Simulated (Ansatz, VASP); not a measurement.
**Mo in VASP and in Ansatz**

POSCAR

```
Mo
1.0
   -1.5710000000      1.6652600000      1.5710000000
    1.5710000000     -1.6652600000      1.5710000000
    1.5710000000      1.6652600000     -1.5710000000
Mo
1
Direct
    0.0000000000      0.0000000000      0.0000000000
```

The input INCAR.step1:

```
ALGO     = Normal         # electronic algorithm
EDIFF    = 1E-4           # SCF threshold, eV
ENCUT    = 520            # plane-wave cutoff, eV
GGA      = PE             # functional
ISMEAR   = 0              # smearing method
LASPH    = T              # aspherical terms in the spheres
LCHARG   = F              # write CHGCAR
LREAL    = F              # projectors in reciprocal space
LWAVE    = T              # write WAVECAR
NBANDS   = 13             # bands
NELM     = 60             # most SCF steps
PREC     = Accurate       # precision mode
SIGMA    = 0.15           # smearing width, eV
```

The input INCAR.step2:

```
ALGO     = Normal         # electronic algorithm
EDIFF    = 1E-6           # SCF threshold, eV
ENCUT    = 520            # plane-wave cutoff, eV
ISIF     = 2              # what is computed and relaxed
ISMEAR   = 0              # smearing method
ISTART   = 1            
LASPH    = T              # aspherical terms in the spheres
LCHARG   = T              # write CHGCAR
LELF     = T              # ELF
LMIXTAU  = T            
LREAL    = F              # projectors in reciprocal space
LVHAR    = T            
LWAVE    = F              # write WAVECAR
METAGGA  = R2SCAN         # meta-GGA
NBANDS   = 13             # bands
NELM     = 60             # most SCF steps
PREC     = Accurate       # precision mode
SIGMA    = 0.15           # smearing width, eV
```

Contents of KPOINTS:

```
k-points
0
Gamma
  22 22 22
```

Input for Ansatz:

```yaml
crystal:
  lattice:
    - [-1.571, 1.66526, 1.571]
    - [1.571, -1.66526, 1.571]
    - [1.571, 1.66526, -1.571]
  atoms:
    - { symbol: Mo, position: [0.0, 0.0, 0.0] }
basis:
  ecutwfc: 500
kpoints:
  mp_grid: { grid: [22, 22, 22] }
hamiltonian:
  xc: r2scan
scf:
  occupations: { method: gaussian, width: 0.15 }
output:
  forces: true
  stress: true
  eigenvalues: true
```

Change from the starting cell: strain +0.0600 x Voigt [0, 1, 0, 0, 0, 0], atoms carried along.

Alike in both runs: task single point; functional r2SCAN; k mesh 22 × 22 × 22; occupations gaussian, width 0.15 eV; no spin polarisation.

|  | VASP | Ansatz |
| --- | --- | --- |
| version | VASP 6.6.1 | Ansatz 0.2.0 |
| potentials or method | VASP PAW PBE potentials, release 64 (Mo_sv), cutoff 520 eV | scalar-relativistic, plane waves, PAW |
| valence electrons in the cell | 14 | 14 |

|  | VASP | Ansatz | Ansatz less VASP |
| --- | --- | --- | --- |
| gap on the k mesh at the Fermi level (eV) | none | none | - |
| pressure (GPa) | -10.9 | -11.8 | -0.90 |
| traceless stress, the component that is largest in VASP (GPa) | -10.79 | -10.79 | -0.001 |

VASP's potentials were made for PBE, not for r2SCAN. A gap of «none» marks a metal or a gap that the smearing closes.
